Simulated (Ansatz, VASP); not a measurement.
## Ba: VASP beside Ansatz

File INCAR:

```
  PREC = Accurate
  ENCUT = 520
  EDIFF = 1E-7
  ISMEAR = -1
  SIGMA = 0.05
  LREAL = False
  LASPH = True
  NELM = 80
  ALGO = Normal
  ISIF = 2
  LWAVE = False
  LCHARG = True
  LDIPOL = True
  IDIPOL = 3
  DIPOL = 0.5 0.5 0.500
  GGA = PE
  LELF = True
  LVHAR = True
  LVACPOTAV = True
  NBANDS = 28
```

Contents of KPOINTS:

```
Automatic mesh
0
Gamma
  9 9 1
```

The input POSCAR:

```
Ba
1.0
    4.3517731883      0.0000000000      0.0000000000
   -1.4505910628      4.1028911088      0.0000000000
    0.0000000000      0.0000000000     21.5050000000
Ba
4
Direct
    0.2500000000      0.2500000000      0.2557554453
    0.7500000000      0.7500000000      0.4169394978
    0.2500000000      0.2500000000      0.5830607878
    0.7500000000      0.7500000000      0.7442445547
```

Input for Ansatz:

```yaml
crystal:
  lattice:
    - [4.3517731883, 0.0, 0.0]
    - [-1.4505910628, 4.1028911088, 0.0]
    - [0.0, 0.0, 21.505]
  atoms:
    - { symbol: Ba, position: [0.25, 0.25, 0.2557554453] }
    - { symbol: Ba, position: [0.75, 0.75, 0.4169394978] }
    - { symbol: Ba, position: [0.25, 0.25, 0.5830607878] }
    - { symbol: Ba, position: [0.75, 0.75, 0.7442445547] }
kpoints:
  mp_grid: { grid: [9, 9, 1] }
scf:
  occupations: { method: fermi_dirac, width: 0.05 }
hamiltonian:
  xc: pbe
  pseudopotentials: { kind: all_electron, lapw: { basis_error: 0.001 } }
output:
  forces: true
  stress: true
  eigenvalues: true
efield:
  axis: 3
  amplitude: 0
  dipole_correction: true
```

Alike in both runs: task single point; functional PBE; k mesh 9 × 9 × 1; occupations fermi-dirac, width 0.05 eV; no spin polarisation.

|  | VASP | Ansatz |
| --- | --- | --- |
| version | VASP 6.6.1 | Ansatz 0.2.0 |
| potentials or method | VASP PAW PBE potentials, release 64 (Ba_sv), cutoff 520 eV | all-electron LAPW, scalar-relativistic |

```csv
,VASP,Ansatz,Ansatz less VASP
rms of the force components (eV/Å),0.004,0.001,-0.0027
```

Atom by atom the forces differ by 0.003 eV/Å (rms over components). Ansatz ran all-electron here, and VASP with PAW potentials. Ansatz's warnings: vacuum density over bound.

Neither program's run includes spin-orbit coupling.
